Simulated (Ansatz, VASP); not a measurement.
## One calculation of PbSe, two programs

The input INCAR:

```
SYSTEM = PbSe
ALGO     = Normal         ! electronic algorithm
EDIFF    = 1E-6           ! SCF threshold, eV
ENCUT    = 500            ! plane-wave cutoff, eV
GGA      = PS             ! functional
GGA_COMPAT= .False.      
ISIF     = 2              ! what is computed and relaxed
ISMEAR   = 0              ! smearing method
LASPH    = .True.         ! aspherical terms in the spheres
LCHARG   = .True.         ! write CHGCAR
LELF     = .True.         ! ELF
LREAL    = .False.        ! projectors in reciprocal space
LVHAR    = .True.       
LWAVE    = .False.        ! write WAVECAR
NBANDS   = 17             ! bands
NELM     = 120            ! most SCF steps
PREC     = Accurate       ! precision mode
SIGMA    = 0.01           ! smearing width, eV
```

Contents of KPOINTS:

```
k-points
0
Gamma
  4 4 4
  0 0 0
```

Contents of POSCAR:

```
PbSe
1.0
    0.0000000000      3.4232041310      3.4232041310
    3.4232041310      0.0000000000      3.4232041310
    3.4232041310      3.4232041310      0.0000000000
Pb Se
1 1
Direct
    0.0000000000      0.0000000000      0.0000000000
    0.2500000000      0.2500000000      0.2500000000
```

Input for Ansatz:

```yaml
crystal:
  lattice:
    - [0.0, 3.423204131, 3.423204131]
    - [3.423204131, 0.0, 3.423204131]
    - [3.423204131, 3.423204131, 0.0]
  atoms:
    - { symbol: Pb, position: [0.0, 0.0, 0.0] }
    - { symbol: Se, position: [0.25, 0.25, 0.25] }
kpoints:
  mp_grid: { grid: [4, 4, 4] }
hamiltonian:
  xc: pbesol
scf:
  occupations: { method: fixed }
  n_extra_bands: 4
output:
  forces: true
  stress: true
  eigenvalues: true
```

Alike in both runs: task single point; functional PBEsol; k mesh 4 × 4 × 4; no spin polarisation.

```csv
,VASP,Ansatz
version,VASP 6.6.1,Ansatz 0.2.0
potentials or method,"VASP PAW PBE potentials, release 64 (Pb_d, Se)",plane waves
plane-wave cutoff (eV),500,420
occupations,"gaussian, width 0.01 eV",fixed
valence electrons in the cell,20,30
```

|  | VASP | Ansatz | Ansatz less VASP |
| --- | --- | --- | --- |
| gap on the k mesh at the Fermi level (eV) | 0.54 | 0.54 | 0.000 |
| pressure (GPa) | -1.0 | -0.9 | +0.01 |

VASP's potentials were made for PBE, not for PBEsol. VASP's potentials hold 20 valence electrons a cell and Ansatz's 30, so a difference there can come from the potentials and not from the codes.

Neither program's run includes spin-orbit coupling.
